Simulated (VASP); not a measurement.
# ZnS (Imm2) in VASP: a series of runs, part 2 of 2

VASP 6.6.1. The steps go on from the part before.

## (4) Single point, PBE (strain +0.0050 x Voigt [0, 0, 0, 0, 1, 0])

The input, INCAR:

```
  PREC = Accurate
  ENCUT = 520
  EDIFF = 1E-6
  ISMEAR = 0
  SIGMA = 0.05
  LREAL = False
  LASPH = True
  NELM = 80
  ALGO = Normal
  ISIF = 2
  LWAVE = False
  LCHARG = False
  GGA = PE
  NBANDS = 16
```

The input, KPOINTS:

```
regular mesh
0
Gamma
  8 8 8
```

The input, POSCAR:

```
ZnS
1.0
    0.0068039100      2.7215639840      2.7215639840
    2.7283678940      0.0000000000      2.7283678940
    2.7215639840      2.7215639840      0.0068039100
Zn S
1 1
Direct
    0.0000000000      0.0000000000      0.0000000000
    0.7500000000      0.7500000000      0.7500000000
```

Potentials or basis: VASP PAW PBE potentials, release 64 (Zn, S).

The run is started by

```bash
> cat potpaw_PBE.64/Zn/POTCAR potpaw_PBE.64/S/POTCAR > POTCAR
> mpirun -np 1 vasp_std > vasp.out
```

OUTCAR:

```text
PREC = Accurate
   ENCUT = 520
   EDIFF = 1E-6
   ISMEAR = 0
   LREAL = False
   LASPH = True
   NELM = 80
   ISIF = 2
   GGA = PE

 ion  position               nearest neighbor table
   1  0.000  0.000  0.000-   2 2.35   2 2.35   2 2.36   2 2.36
   2  0.750  0.750  0.750-   1 2.35   1 2.35   1 2.36   1 2.36

  LATTYP: Found a body centered orthorhombic cell.
 ALAT       =     3.8392505152
 B/A-ratio  =     1.0050125314
 C/A-ratio  =     1.4177579573

  Lattice vectors:

 A1 = (   0.0068039100,  -2.7215639840,   2.7215639840)
 A2 = (  -0.0068039100,  -2.7215639840,  -2.7215639840)
 A3 = (   2.7215639840,   2.7215639840,   0.0068039100)

Analysis of symmetry for initial positions (statically):
=====================================================================
 Subroutine PRICEL returns:
 Original cell was already a primitive cell.

 Routine SETGRP: Setting up the symmetry group for a
 body centered orthorhombic supercell.

 Subroutine GETGRP returns: Found  4 space group operations
 (whereof  4 operations were pure point group operations)
 out of a pool of  8 trial point group operations.

The static configuration has the point symmetry C_2v.

Analysis of symmetry for dynamics (positions and initial velocities):
=====================================================================
 Subroutine PRICEL returns:
 Original cell was already a primitive cell.

 Routine SETGRP: Setting up the symmetry group for a
 body centered orthorhombic supercell.

 Subroutine GETGRP returns: Found  4 space group operations
 (whereof  4 operations were pure point group operations)
 out of a pool of  8 trial point group operations.

The dynamic configuration has the point symmetry C_2v.

 Subroutine INISYM returns: Found  4 space group operations
 (whereof  4 operations are pure point group operations),
 and found     1 'primitive' translations

----------------------------------------------------------------------------------------

                                     Primitive cell

  volume of cell :      40.3165

  direct lattice vectors                    reciprocal lattice vectors
     0.006803910  2.721563984  2.721563984    -0.184178339  0.183717893  0.184178339
     2.728367894  0.000000000  2.728367894     0.183259743 -0.183717893  0.183259743
     2.721563984  2.721563984  0.006803910     0.184178339  0.183717893 -0.184178339

  length of vectors
     3.848878711  3.858494879  3.848878711     0.318740623  0.317679919  0.318740623

  position of ions in fractional coordinates (direct lattice)
     0.000000000  0.000000000  0.000000000
     0.750000000  0.750000000  0.750000000

  ion indices of the primitive-cell ions
   primitive index   ion index
                 1           1
                 2           2

----------------------------------------------------------------------------------------

 KPOINTS: regular mesh

Automatic generation of k-mesh.
 Grid dimensions read from file:
 generate k-points for:    8    8    8

 Generating k-lattice:

  Cartesian coordinates                     Fractional coordinates (reciprocal lattice)
    -0.023022292  0.022964737  0.023022292     0.125000000  0.000000000 -0.000000000
     0.022907468 -0.022964737  0.022907468     0.000000000  0.125000000  0.000000000
     0.023022292  0.022964737 -0.023022292     0.000000000  0.000000000  0.125000000

  Length of vectors
     0.039842578  0.039709990  0.039842578

  Shift w.r.t. Gamma in fractional coordinates (k-lattice)
     0.000000000  0.000000000  0.000000000

 Subroutine IBZKPT returns following result:
 ===========================================

 Found     95 irreducible k-points:

 Following reciprocal coordinates:
            Coordinates               Weight
  0.000000  0.000000  0.000000      1.000000
  0.125000  0.000000 -0.000000      4.000000
  0.250000  0.000000 -0.000000      4.000000
  0.375000  0.000000 -0.000000      4.000000
  0.500000  0.000000 -0.000000      2.000000
  0.000000  0.125000  0.000000      4.000000
[... 16 lines left out ...]
  0.125000  0.375000 -0.000000      8.000000
  0.250000  0.375000 -0.000000      8.000000
 [... further k-points ...]
   k-points           NKPTS =     95   k-points in BZ     NKDIM =     95   number of bands    NBANDS=     16
   number of dos      NEDOS =    301   number of ions     NIONS =      2
   total plane-waves  NPLWV =  27000
   dimension x,y,z NGX =    30 NGY =   30 NGZ =   30
   dimension x,y,z NGXF=    60 NGYF=   60 NGZF=   60
   ions per type =               1   1
   NGX,Y,Z   is equivalent  to a cutoff of  12.96, 12.93, 12.96 a.u.
   NGXF,Y,Z  is equivalent  to a cutoff of  25.92, 25.85, 25.92 a.u.
 SYSTEM =  unknown system
   PREC   = accura    normal or accurate (medium, high low for compatibility)
   ISTART =      0    job   : 0-new  1-cont  2-samecut
   ICHARG =      2    charge: 1-file 2-atom 10-const
   ISPIN  =      1    spin polarized calculation?
   LNONCOLLINEAR =      F non collinear calculations
   LSORBIT =      F    spin-orbit coupling
   LASPH  =      T    aspherical Exc in radial PAW
   ENCUT  =  520.0 eV  38.22 Ry    6.18 a.u.   7.16  7.17  7.16*2*pi/ulx,y,z
   NELM   =     80;   NELMIN=  2; NELMDL= -5     # of ELM steps
   EDIFF  = 0.1E-05   stopping-criterion for ELM
   LREAL  =      F    real-space projection
   EDIFFG = 0.1E-04   stopping-criterion for IOM
   NSW    =      0    number of steps for IOM
   IBRION =     -1    ionic relax: 0-MD 1-quasi-New 2-CG
   NFREE  =      0    steps in history (QN), initial steepest desc. (CG)
   ISIF   =      2    stress and relaxation
   ISYM   =      2    0-nonsym 1-usesym 2-fastsym
   POTIM  = 0.5000    time-step for ionic-motion
   TEBEG  =    0.0;   TEEND  =   0.0 temperature during run
   PSTRESS=    0.0 pullay stress
   NELECT =      18.0000    total number of electrons
   NUPDOWN=      -1.0000    fix difference up-down
   EMIN   =  10.00;   EMAX   =-10.00  energy-range for DOS
   EFERMI =   0.00;   METHOD = LEGACY
   ISMEAR =     0;   SIGMA  =   0.05  broadening in eV -4-tet -1-fermi 0-gaus
   EFERMI_NEDOS =   21; number of points for ismear=-14 and -15
   IALGO  =     38    algorithm
   IMIX   =      4    mixing-type and parameters
     AMIX     =   0.40;   BMIX     =  1.00
     AMIX_MAG =   1.60;   BMIX_MAG =  1.00
  volume/ion in A,a.u.               =      20.16       136.03
  Fermi-wavevector in a.u.,A,eV,Ry     =   1.251233  2.364487 21.301047  1.565583
  Thomas-Fermi vector in A             =   2.385190
   LORBIT       =      0    0 simple, 1 ext, 2 COOP (PROOUT), +10 PAW based schemes
   GGA     = PE    functional components
   LHFCALC =     F    Hartree Fock is set to
   AEXX    =    0.0000 exact exchange contribution
   IVDW    =     0    specifies the selected vdW correction
   LEPSILON=     F    determine dielectric tensor
   LRPA    =     F    only Hartree local field effects (RPA)
 non-spin polarized calculation
 Gauss-broadening in eV      SIGMA  =   0.05
  energy-cutoff  :      520.00
  volume of cell :       40.32
 maximum number of plane-waves:      1106
 NGX is ok and might be reduce to    30
   NGX = 15   NGY = 15   NGZ = 15

 number of electron      18.0000008 magnetization

 Free energy of the ion-electron system (eV)
  ---------------------------------------------------
  ext. energy  EPLUGINS =         0.00000000
  ---------------------------------------------------
  free energy    TOTEN  =        -6.85213804 eV

  energy without entropy =       -6.85213804  energy(sigma->0) =       -6.85213804

 E-fermi :   2.1315     XC(G=0):  -9.5288

 val. band max:        1.9165154497   @ k =   0.0000   0.0000   0.0000
 cond. band min:       3.9272253662   @ k =   0.0000   0.0000   0.0000
 fundamental gap:      2.0107099166
 Fermi energy:         2.1315158010

 k-point     1 :       0.0000    0.0000    0.0000
  band No.  band energies     occupation
      1     -11.0840      2.00000
      2      -4.3499      2.00000
      3      -4.3481      2.00000
      4      -4.3463      2.00000
      5      -3.8753      2.00000
      6      -3.8753      2.00000
[... 8 lines left out ...]
     15      13.6453      0.00000
     16      13.6571      0.00000
[... 419 lines left out ...]
 k-point    24 :       0.2500    0.3750   -0.0000
  band No.  band energies     occupation
      1     -10.2811      2.00000
      2      -4.3434      2.00000
      3      -4.1541      2.00000
      4      -4.1396      2.00000
      5      -3.8757      2.00000
      6      -3.8289      2.00000
[... 8 lines left out ...]
     15      15.0011      0.00000
     16      17.2686      0.00000

 [... further k-points ...]

------------------------ aborting loop because EDIFF is reached ----------------------------------------

  FORCE on cell =-STRESS in cart. coord.  units (eV):
  Direction    XX          YY          ZZ          XY          YZ          ZX
  --------------------------------------------------------------------------------------
  -------------------------------------------------------------------------------------
  Total        0.0420568      0.0418343      0.0420568      0.0000000      0.0000000     -0.0809413
  in kB        1.6713361      1.6624960      1.6713361      0.0000000      0.0000000     -3.2166064
  external PRESSURE =       1.6683894 kB  Pullay stress =       0.0000000 kB

 VOLUME and BASIS-vectors are now :
 -----------------------------------------------------------------------------
  energy-cutoff  :      520.00
  volume of cell :       40.32
      direct lattice vectors                 reciprocal lattice vectors
     0.006803910  2.721563984  2.721563984    -0.184178339  0.183717893  0.184178339
     2.728367894  0.000000000  2.728367894     0.183259743 -0.183717893  0.183259743
     2.721563984  2.721563984  0.006803910     0.184178339  0.183717893 -0.184178339

 POSITION                                       TOTAL-FORCE (eV/Angst)
 -----------------------------------------------------------------------------------
      0.00000      0.00000      0.00000         0.000000     -0.024955     -0.000000
      4.09255      4.08235      4.09255         0.000000      0.024955      0.000000
 -----------------------------------------------------------------------------------
    total drift:                               -0.000000     -0.000041      0.000000

  FREE ENERGIE OF THE ION-ELECTRON SYSTEM (eV)
  ---------------------------------------------------
  free  energy   TOTEN  =        -6.8521380399 eV

  energy  without entropy=       -6.8521380399  energy(sigma->0) =       -6.85213804
```

OSZICAR:

```text
N       E                     dE             d eps       ncg     rms          rms(c)
DAV:   1     0.900724225045E+02    0.90072E+02   -0.88658E+03  3040   0.134E+03
DAV:   2    -0.137134933009E+01   -0.91444E+02   -0.85743E+02  3456   0.262E+02
DAV:   3    -0.721742314704E+01   -0.58461E+01   -0.58211E+01  3864   0.644E+01
DAV:   4    -0.727858704688E+01   -0.61164E-01   -0.61151E-01  3576   0.686E+00
DAV:   5    -0.727932102568E+01   -0.73398E-03   -0.73396E-03  4040   0.712E-01    0.661E+00
DAV:   6    -0.687185910604E+01    0.40746E+00   -0.73368E-01  4552   0.296E+01    0.518E+00
DAV:   7    -0.685241601312E+01    0.19443E-01   -0.24442E-01  3656   0.440E+00    0.265E+00
DAV:   8    -0.685170205288E+01    0.71396E-03   -0.49504E-03  3920   0.788E-01    0.687E-01
DAV:   9    -0.685197099467E+01   -0.26894E-03   -0.11845E-03  3760   0.277E-01    0.102E-01
DAV:  10    -0.685214487083E+01   -0.17388E-03   -0.22562E-04  3712   0.143E-01    0.567E-02
DAV:  11    -0.685213718047E+01    0.76904E-05   -0.36203E-05  3568   0.907E-02    0.691E-03
DAV:  12    -0.685213803990E+01   -0.85943E-06   -0.43518E-06  4040   0.218E-02
   1 F= -.68521380E+01 E0= -.68521380E+01  d E =-.648166E-12
```

stdout:

```text
POSCAR found type information on POSCAR ZnS
 POSCAR found :  2 types and       2 ions
 scaLAPACK will be used
 LDA part: xc-table for (Slater+PW92), standard interpolation
 POSCAR, INCAR and KPOINTS ok, starting setup
 FFT: planning ... GRIDC
 FFT: planning ... GRID_SOFT
 FFT: planning ... GRID
 WAVECAR not read
 entering main loop
```

Run time: 93 s. Hardware: 1 thread of Intel Xeon 8259CL, shared host; peak memory 0.21 GiB.

What came out:

* Free energy: -6.8521 eV
* Pressure: 0.2 GPa
* Largest force: 0.025 eV/Å
* Band gap on the k mesh: 2.01 eV

Forces on the atoms (eV/Å):
```
Zn   0.000 -0.025  0.000
S    0.000  0.025  0.000
```

Caveat: the cell differs from its parent crystal (strain +0.0050 x Voigt [0, 0, 0, 0, 1, 0]).

## (5) Overview

| cell | gap on the mesh (eV) | pressure (GPa) | largest force (eV/Å) |
| --- | --- | --- | --- |
| a = 3.849, b = 3.897 Å, angles 59.6, 59.2, 59.6°, 2 atoms | 1.97 | 0.2 | 0.13 |
| a = 3.849, b = 3.878 Å, angles 59.8, 59.5, 59.8°, 2 atoms | 1.99 | 0.2 | 0.07 |
| a = 3.849, b = 3.858 Å, angles 59.9, 59.8, 59.9°, 2 atoms | 2.01 | 0.2 | 0.02 |

Alike in all rows: task single point; level PBE; potentials or basis VASP PAW PBE potentials, release 64 (Zn, S); no spin polarisation; k mesh 8 × 8 × 8; cutoff (eV) 520; smearing gaussian 0.05 eV.

Absolute energies hang on the potentials; compare differences alone.
